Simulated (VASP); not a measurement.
A run of VASP 6.6.1:

The input POSCAR:

```
AlCo
1.0
    2.8308719069      0.0000000000      0.0000000000
    0.0000000000      2.8308719069      0.0000000000
    0.0000000000      0.0000000000      2.8308719069
Co Al
1 1
Direct
    0.0000000000      0.0000000000      0.0000000000
    0.5000000000      0.5000000000      0.5000000000
```

The input INCAR.step1:

```
SYSTEM = AlCo
  ALGO = Normal
  EDIFF = 1E-5
  ENCUT = 520
  GGA = PE
  ISIF = 2
  ISMEAR = -1
  LASPH = .True.
  LCHARG = .False.
  LREAL = .False.
  LWAVE = .True.
  NBANDS = 13
  NELM = 60
  PREC = Accurate
  SIGMA = 0.1
```

INCAR.step2

```
SYSTEM = AlCo
  ALGO = Normal
  EDIFF = 1E-6
  ENCUT = 520
  GGA = PE
  HFSCREEN = 0.2079
  ISIF = 2
  ISMEAR = -1
  ISTART = 1
  LASPH = .True.
  LCHARG = .False.
  LHFCALC = .True.
  LREAL = .False.
  LWAVE = .False.
  NBANDS = 13
  NELM = 60
  PREC = Accurate
  PRECFOCK = Normal
  SIGMA = 0.1
```

The input KPOINTS:

```
k-points
0
Gamma
  4 4 4
  0 0 0
```

Potentials or basis: VASP PAW PBE potentials, release 64 (Co, Al).

Command:

```console
$ cat potpaw_PBE.64/Co/POTCAR potpaw_PBE.64/Al/POTCAR > POTCAR
$ cp INCAR.step1 INCAR
$ mpirun -np 1 vasp_std > vasp.out
$ cp INCAR.step2 INCAR
$ mpirun -np 1 vasp_std > vasp.out
```

Hardware: 1 thread of Intel(R) Xeon(R) 6975P-C (Granite Rapids), on a shared host.

How long does it take, and how much memory?

Wall time 88 s on 1 thread of Intel(R) Xeon(R) 6975P-C (Granite Rapids), on a shared host, peak memory 0.24 GiB. Counts: k points 10.
